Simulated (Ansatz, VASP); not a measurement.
**Co in VASP and in Ansatz**

Contents of INCAR:

```
ALGO = Normal ; EDIFF = 1E-7
ENCUT = 520 ; GGA = PS
ISIF = 2 ; ISMEAR = -1
ISPIN = 2 ; LASPH = True
LCHARG = False ; LMAXMIX = 4
LORBIT = 11 ; LREAL = False
LWAVE = False ; MAGMOM = 1.657 1.698 1.698
NBANDS = 24 ; NELM = 150
PREC = Accurate ; SIGMA = 0.05
```

KPOINTS

```
k-points
0
Gamma
  11 11 15
```

POSCAR

```
Co
1.0
    3.9023273083      0.0000000000      0.0000000000
   -1.9511636542      3.3795145828      0.0000000000
    0.0000000000      0.0000000000      2.4040888944
Co
3
Direct
    0.0000000000      1.0000000000      0.0000000000
    0.3333333333      0.6666666667      0.5000000000
    0.6666666667      0.3333333333      0.5000000000
```

Input for Ansatz:

```yaml
crystal:
  lattice:
    - [3.9023273083, 0.0, 0.0]
    - [-1.9511636542, 3.3795145828, 0.0]
    - [0.0, 0.0, 2.4040888944]
  atoms:
    - { symbol: Co, position: [0.0, 1.0, 0.0], spin: 1.657 }
    - { symbol: Co, position: [0.3333333333, 0.6666666667, 0.5], spin: 1.698 }
    - { symbol: Co, position: [0.6666666667, 0.3333333333, 0.5], spin: 1.698 }
hamiltonian:
  xc: pbesol
  pseudopotentials:
    kind: paw
    azcp:
      Co: "pseudopotentials/Co.paw.azcp"
basis:
  ecutwfc: 420
  fft_grid_basis: typed
kpoints:
  mp_grid: { grid: [11, 11, 15], shift: [0, 0, 0] }
magnetization:
  spin_polarized: true
scf:
  occupations: { method: fermi_dirac, width: 0.05 }
  lower_state_search: "off"
output:
  stress: true
```

Alike in both runs: task single point; functional PBEsol; k mesh 11 × 11 × 15; occupations fermi-dirac, width 0.05 eV; collinear spin.

|  | VASP | Ansatz |
| --- | --- | --- |
| version | VASP 6.6.1 | Ansatz 0.2.0 |
| potentials or method | VASP PAW PBE potentials, release 64 (Co), cutoff 520 eV | plane waves (420 eV) with PAW, scalar-relativistic |
| valence electrons in the cell | 27 | 51 |

|  | VASP | Ansatz | Ansatz less VASP |
| --- | --- | --- | --- |
| pressure (GPa) | -1.0 | -0.1 | +0.93 |
| traceless stress, the component that is largest in VASP (GPa) | 0.02 | -0.07 | -0.086 |
| net moment per atom (μB) | 1.62 | 1.63 | +0.006 |
| size of the moment on the site where the two differ most (μB) | 1.59 | 1.65 | +0.060 |

VASP's potentials were made for PBE, not for PBEsol, and Ansatz warns of the same on its side. Site moments also hang on the region over which each program counts them. VASP's potentials hold 27 valence electrons a cell and Ansatz's 51, so a difference there can come from the potentials and not from the codes.
